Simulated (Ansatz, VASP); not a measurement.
# Two plane-wave programs on Pt

Contents of INCAR:

```
SYSTEM = Pt
PREC = Accurate ; ENCUT = 600
EDIFF = 1E-6 ; ISMEAR = 0
SIGMA = 0.1 ; LREAL = .False.
LASPH = .True. ; NELM = 100
ALGO = Fast ; ISIF = 3
LWAVE = .False. ; LCHARG = .False.
GGA = PS ; IBRION = 2
NSW = 100 ; EDIFFG = -0.01
```

Contents of KPOINTS:

```
regular mesh
0
Gamma
  24 24 24
  0 0 0
```

The input POSCAR:

```
Pt
1.0
    0.0000000000      1.9576273357      1.9576273357
    1.9576273357      0.0000000000      1.9576273357
    1.9576273357      1.9576273357      0.0000000000
Pt
1
Direct
    0.5000000000      0.5000000000      0.5000000000
```

Input for Ansatz:

```yaml
crystal:
  lattice:
    - [0.0, 1.9576273357, 1.9576273357]
    - [1.9576273357, 0.0, 1.9576273357]
    - [1.9576273357, 1.9576273357, 0.0]
  atoms:
    - { symbol: Pt, position: [0.5, 0.5, 0.5] }
basis:
  ecutwfc: 420
kpoints:
  mp_grid: { grid: [24, 24, 24] }
hamiltonian:
  xc: pbesol
scf:
  occupations: { method: gaussian, width: 0.1 }
output:
  forces: true
  stress: true
  eigenvalues: true
relax:
  adjacent_minimum: "off"
  f_tol: 0.01
  max_steps: 80
  cell: { stress_tol: 0.05 }
```

Alike in both runs: task relaxation of cell and atoms; functional PBEsol; k mesh 24 × 24 × 24; occupations gaussian, width 0.1 eV; no spin polarisation.

|  | VASP | Ansatz |
| --- | --- | --- |
| version | VASP 6.6.1 | Ansatz 0.2.0 |
| potentials or method | VASP PAW PBE potentials, release 64 (Pt), cutoff 600 eV | scalar-relativistic, plane waves, PAW |
| valence electrons in the cell | 10 | 18 |

```csv
,VASP,Ansatz,Ansatz less VASP
"gap on the k mesh at the Fermi level, each at its own relaxed structure (eV)",none,none,-
relaxed volume (Å³/atom),15.02,15.04,+0.017
relaxed cell length with the largest relative difference (Å),2.769,2.771,+0.0011
```

VASP's potentials were made for PBE, not for PBEsol. A gap of «none» marks a metal or a gap that the smearing closes. VASP's potentials hold 10 valence electrons a cell and Ansatz's 18, so a difference there can come from the potentials and not from the codes.

Spin-orbit coupling is off throughout.
